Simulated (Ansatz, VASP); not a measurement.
# One calculation of AlN, two programs

The input INCAR:

```
SYSTEM = AlN
PREC = Accurate
ENCUT = 520
EDIFF = 1E-7
ISMEAR = 0
SIGMA = 0.05
LREAL = .False.
LASPH = .True.
NELM = 100
ALGO = Normal
ISIF = 2
LWAVE = .False.
LCHARG = .False.
GGA = PS
NBANDS = 36
```

The input KPOINTS:

```
Automatic mesh
0
Gamma
  9 9 2
  0 0 0
```

The input POSCAR:

```
AlN
1.0
    2.0226209166     -2.0226209166      0.0000000000
    2.0226209166      0.0000000000     -2.0226209166
   11.7987568549      6.2363470722      6.2363470722
Al N
6 6
Direct
    0.3992958333      0.3992958333      0.2916666667
   -0.1145875000     -0.1145875000      0.1250000000
   -0.0868208333     -0.0868208333      0.4583333333
   -0.0590541667     -0.0590541667      0.7916666667
    0.4270625000      0.4270625000      0.6250000000
   -0.5451708333     -0.5451708333      0.9583333333
    0.6562375000     -0.3437625000      0.3750000000
    0.1423541667      0.1423541667      0.2083333333
    0.1701208333      0.1701208333      0.5416666667
    0.1978875000      0.1978875000      0.8750000000
   -0.3159958333     -0.3159958333      0.7083333333
    0.6284708333      0.6284708333      0.0416666667
```

Input for Ansatz:

```yaml
crystal:
  lattice:
    - [2.0226209166, -2.0226209166, 0.0]
    - [2.0226209166, 0.0, -2.0226209166]
    - [11.7987568549, 6.2363470722, 6.2363470722]
  atoms:
    - { symbol: Al, position: [0.3992958333, 0.3992958333, 0.2916666667] }
    - { symbol: Al, position: [-0.1145875, -0.1145875, 0.125] }
    - { symbol: Al, position: [-0.0868208333, -0.0868208333, 0.4583333333] }
    - { symbol: Al, position: [-0.0590541667, -0.0590541667, 0.7916666667] }
    - { symbol: Al, position: [0.4270625, 0.4270625, 0.625] }
    - { symbol: Al, position: [-0.5451708333, -0.5451708333, 0.9583333333] }
    - { symbol: "N", position: [0.6562375, -0.3437625, 0.375] }
    - { symbol: "N", position: [0.1423541667, 0.1423541667, 0.2083333333] }
    - { symbol: "N", position: [0.1701208333, 0.1701208333, 0.5416666667] }
    - { symbol: "N", position: [0.1978875, 0.1978875, 0.875] }
    - { symbol: "N", position: [-0.3159958333, -0.3159958333, 0.7083333333] }
    - { symbol: "N", position: [0.6284708333, 0.6284708333, 0.0416666667] }
basis:
  ecutwfc: 420
kpoints:
  mp_grid: { grid: [9, 9, 2] }
hamiltonian:
  xc: pbesol
scf:
  occupations: { method: gaussian, width: 0.05 }
output:
  forces: true
  stress: true
  eigenvalues: true
  write_density: true
  write_potential: true
  elf: true
  volumetric_format: npy
```

Alike in both runs: task single point; functional PBEsol; k mesh 9 × 9 × 2; occupations gaussian, width 0.05 eV; no spin polarisation.

```csv
,VASP,Ansatz
version,VASP 6.6.1,Ansatz 0.2.0
potentials or method,"VASP PAW PBE potentials, release 64 (Al, N), cutoff 520 eV","scalar-relativistic, plane waves, PAW"
valence electrons in the cell,48,48
```

VASP gave:

* gap on the k mesh at the Fermi level (eV): 4.36
* least direct gap on the mesh (eV): 5.31
* pressure (GPa): 3.2
* traceless stress, the component that is largest in VASP (GPa): 7.10
* rms of the force components (eV/Å): 1.003

Task: What did Ansatz give for the same quantities?

Result: gap on the k mesh at the Fermi level (eV): 4.37; least direct gap on the mesh (eV): 5.30; pressure (GPa): 3.2; traceless stress, the component that is largest in VASP (GPa): 6.98; rms of the force components (eV/Å): 0.988.

VASP's potentials were made for PBE, not for PBEsol. Atom by atom the forces differ by 0.015 eV/Å (rms over components).
